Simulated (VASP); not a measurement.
Input of a VASP 6.6.1 run:

File INCAR:

```
SYSTEM = NiS3
  PREC = Accurate
  ENCUT = 520
  EDIFF = 1E-6
  ISMEAR = 0
  SIGMA = 0.1
  LREAL = .False.
  LASPH = .True.
  NELM = 150
  ALGO = Normal
  ISIF = 2
  LWAVE = .False.
  LCHARG = .False.
  ISPIN = 2
  MAGMOM = 0.72 0 0 0
  LORBIT = 11
  LMAXMIX = 4
  GGA = PE
  NBANDS = 26
```

The input KPOINTS:

```
regular mesh
0
Gamma
  4 4 4
  0 0 0
```

Contents of POSCAR:

```
NiS3
1.0
    3.9172955211      0.0000000000      0.0000000000
    0.0000000000      3.9172955211      0.0000000000
    0.0000000000      0.0000000000      3.9172955211
Ni S
1 3
Direct
    0.0000000000      0.0000000000      0.0000000000
    0.0000000000      0.5000000000      0.5000000000
    0.5000000000      0.0000000000      0.5000000000
    0.5000000000      0.5000000000      0.0000000000
```

Potentials or basis: VASP PAW PBE potentials, release 64 (Ni, S).

The run is started by

```console
$ cat potpaw_PBE.64/Ni/POTCAR potpaw_PBE.64/S/POTCAR > POTCAR
$ mpirun -np 1 vasp_std > vasp.out
```

Problem. Estimate the pressure.

Solution. -0.3 GPa.

Problem. Predict the site moments.

Solution. Ni +0.46; S +0.04 μB.

Problem. Predict the net moment.

Solution. 0.62 μB per cell.

Caveat: the k points lie up to 0.40 Å⁻¹ apart; a cell with one magnetic atom can't hold antiferromagnetic order, which such compounds often take.
